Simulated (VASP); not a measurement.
Set up this calculation in VASP 6.6.1, as the native input.

```yaml
Task: single point
Functional: PBE
Potentials_or_basis: VASP PAW PBE potentials, release 64 (Co, O)
Cutoff: 520 eV
k_mesh: 10 × 10 × 10
Occupations: fermi-dirac, width 0.05 eV
Spin: no spin polarisation
Dipole_correction: no
Further_INCAR_settings: ALGO = Normal; EDIFF = 1e-06; NBANDS = 14
```

The structure of CoO lies in POSCAR:

```
CoO
1.0
    0.0000000000      2.3436418400      2.3436418400
    2.3436418400      0.0000000000      2.3436418400
    2.3436418400      2.3436418400      0.0000000000
Co O
1 1
Direct
    0.0000000000      0.0000000000      0.0000000000
    0.2500000000      0.2500000000      0.2500000000
```

These files were run (other wordings do the same):

INCAR

```
ALGO = Normal
EDIFF = 1E-6
ENCUT = 520
GGA = PE
ISIF = 2
ISMEAR = -1
LASPH = T
LCHARG = F
LREAL = F
LWAVE = F
NBANDS = 14
NELM = 80
PREC = Accurate
SIGMA = 0.05
```

KPOINTS

```
k-points
0
Gamma
  10 10 10
```

Potentials or basis: VASP PAW PBE potentials, release 64 (Co, O).

Run with:

```sh
$ cat potpaw_PBE.64/Co/POTCAR potpaw_PBE.64/O/POTCAR > POTCAR
$ mpirun -np 1 vasp_std > vasp.out
```

It gave:

| Item | Value |
| --- | --- |
| Pressure | -24.4 GPa |

Caveat: an odd number of electrons without spin polarisation forces a metal; a magnetic or distorted state may lie lower; the run has no spin polarisation, though such a crystal can be magnetic.

Run time: 44 s on 1 thread of AMD EPYC 7R13 (shared host), peak memory 0.13 GiB.
